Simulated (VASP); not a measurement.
TaN: single point with r2SCAN

The system is TaN.

```xyz
4
Lattice="3.1345 0.0000 0.0000 -1.5672 2.7145 0.0000 0.0000 0.0000 5.9043" Properties=species:S:1:pos:R:3 pbc="T T T"
Ta    0.0000    1.8097    0.1685
Ta    1.5672    0.9048    3.1206
N     0.0000    1.8097    2.1046
N     1.5672    0.9048    5.0567
```

This cell differs from its parent crystal: strain along c alone, the other axes held: -3.0 %, then relaxed in part.

- Program: VASP 6.6.1
- Task: single point
- Functional: r2SCAN
- Potentials or basis: VASP PAW PBE potentials, release 64 (Ta_pv, N)
- Cutoff: 520 eV
- k mesh: 18 × 18 × 10
- Occupations: gaussian, width 0.1 eV
- Spin: no spin polarisation
- Dipole correction: no
- Further INCAR settings: ALGO = Normal; EDIFF = 1e-06; NBANDS = 24

* Pressure: 12.0 GPa
* Largest force: 0.055 eV/Å
* Band gap on the k mesh: zero (bands 16 and 17 overlap by 0.57 eV)

Forces on the atoms (eV/Å):
```
Ta   0.000  0.000 -0.055
Ta   0.000  0.000 -0.055
N    0.000  0.000  0.055
N    0.000  0.000  0.055
```

Stress tensor (GPa, compression positive):
```
 8.19  0.00  0.00
 0.00  8.19  0.00
 0.00  0.00 19.76
```

Levels at points of the mesh, in eV from the Fermi level:
```tsv
k point	band 13	band 14	band 15	band 16	band 17	band 18	band 19	band 20
(0.00, 0.00, 0.00)	-5.27	-5.27	-0.77	-0.70	0.06	0.06	2.35	2.35
(0.50, 0.00, 0.00)	-5.31	-4.27	-2.44	-0.68	1.25	2.31	2.90	3.46
(0.00, 0.00, 0.50)	-5.81	-5.81	0.37	0.37	1.04	1.04	1.04	1.04
(0.50, 0.00, 0.50)	-5.48	-5.48	-0.95	-0.95	1.65	1.65	3.40	3.40
```

It took 4.3 min on 1 thread of Intel(R) Xeon(R) 6975P-C (Granite Rapids) (shared host), peak memory 0.35 GiB.

Caveat: the cell differs from its parent crystal (strain along c alone, the other axes held: -3.0 %, then relaxed in part); the stress differs along the axes, from 8 to 20 GPa; the PAW data sets were made with another functional, which shifts forces and pressure a little; spin-orbit coupling is left out, which moves the levels of the heavy elements.
